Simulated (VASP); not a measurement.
A run of VASP 6.6.1:

INCAR

```
SYSTEM = Pt
PREC = Accurate
ENCUT = 520
EDIFF = 1E-6
ISMEAR = 0
SIGMA = 0.15
LREAL = .FALSE.
LASPH = .TRUE.
NELM = 150
ALGO = Normal
ISIF = 2
LWAVE = .FALSE.
LCHARG = .FALSE.
ISPIN = 2
MAGMOM = 0.3 0.3
LORBIT = 11
NUPDOWN = 0.6
LMAXMIX = 4
GGA = CA
NBANDS = 21
```

KPOINTS

```
regular mesh
0
G
  21 21 10
  0 0 0
```

Contents of POSCAR:

```
Pt
1.0
    2.5349048657      0.0000000000      0.0000000000
   -1.2674524328      2.1952920098      0.0000000000
    0.0000000000      0.0000000000      4.3771120513
Pt
2
Direct
    0.6666666667      0.3333333333      0.7500000000
    0.3333333333      0.6666666667      0.2500000000
```

Potentials or basis: VASP PAW LDA potentials, release 64 (Pt).

Command:

```sh
$ cat potpaw_LDA.64/Pt/POTCAR > POTCAR
$ mpirun -np 1 vasp_std > vasp.out
```

Hardware: 1 thread of AMD EPYC 7R43 64-Core Processor (Zen 3), with other jobs on the host.

Question: How long does it take, and how much memory?

Answer: Run time: 2.9 min on 1 thread of AMD EPYC 7R43 64-Core Processor (Zen 3), on a shared host, peak memory 0.26 GiB. Counts: scf iterations 12, k points 288.
